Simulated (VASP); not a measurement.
InGe2O2: single point with PBE

The system is InGe2O2.

```
CELL_PARAMETERS angstrom
3.61848 0.00000 0.00000
-1.80924 3.13370 0.00000
0.00000 0.00000 8.54901
ATOMIC_POSITIONS crystal
In 0.00000 0.00000 0.00000
Ge 0.66667 0.33333 0.35036
Ge 0.33333 0.66667 0.64964
O 0.66667 0.33333 0.58203
O 0.33333 0.66667 0.41797
```

The cell was generated, and may not be a known phase.

- Program: VASP 6.6.1
- Task: single point
- Functional: PBE
- Potentials or basis: VASP PAW PBE potentials, release 64 (In_d, Ge_d, O)
- Cutoff: 520 eV
- k mesh: 12 × 12 × 6
- Occupations: gaussian, width 0.1 eV
- Spin: no spin polarisation
- Dipole correction: no
- Further INCAR settings: ALGO = Normal; EDIFF = 1e-07; NBANDS = 34

The pressure is 0.2 GPa, the largest force is 0.066 eV/Å and the band gap on the k mesh is zero (an odd number of electrons rules out a gap without spin polarisation).

Forces in eV/Å, atoms in the order of the input:
```
In   0.000  0.000  0.000
Ge   0.000  0.000 -0.066
Ge   0.000  0.000  0.066
O    0.000  0.000  0.017
O    0.000  0.000 -0.017
```

Stress tensor (GPa, compression positive):
```
0.11 0.00 0.00
0.00 0.11 0.00
0.00 0.00 0.23
```

Levels at points of the mesh, in eV from the Fermi level:
| k point | band 22 | band 23 | band 24 | band 25 | band 26 | band 27 | band 28 | band 29 | band 30 | band 31 |
| --- | --- | --- | --- | --- | --- | --- | --- | --- | --- | --- |
| (0.00, 0.00, 0.00) | -5.98 | -5.07 | -4.15 | -4.15 | -2.93 | 0.74 | 3.05 | 3.05 | 3.85 | 4.61 |
| (0.50, 0.00, 0.00) | -5.39 | -4.39 | -3.91 | -2.46 | -2.41 | -0.70 | -0.42 | 2.25 | 3.36 | 3.93 |
| (0.00, 0.00, 0.50) | -5.98 | -5.82 | -4.15 | -4.15 | -1.49 | 0.16 | 3.08 | 3.08 | 3.28 | 4.53 |
| (0.50, 0.00, 0.50) | -5.29 | -4.40 | -3.83 | -3.26 | -1.94 | -1.06 | 0.68 | 1.16 | 3.58 | 4.28 |

Wall time 2.3 min on 1 thread of Intel(R) Xeon(R) 6975P-C (Granite Rapids), on a shared host, peak memory 0.43 GiB.

Caveat: spin-orbit coupling is left out, which moves the levels of the heavy elements; an odd number of electrons without spin polarisation forces a metal; a magnetic or distorted state may lie lower.
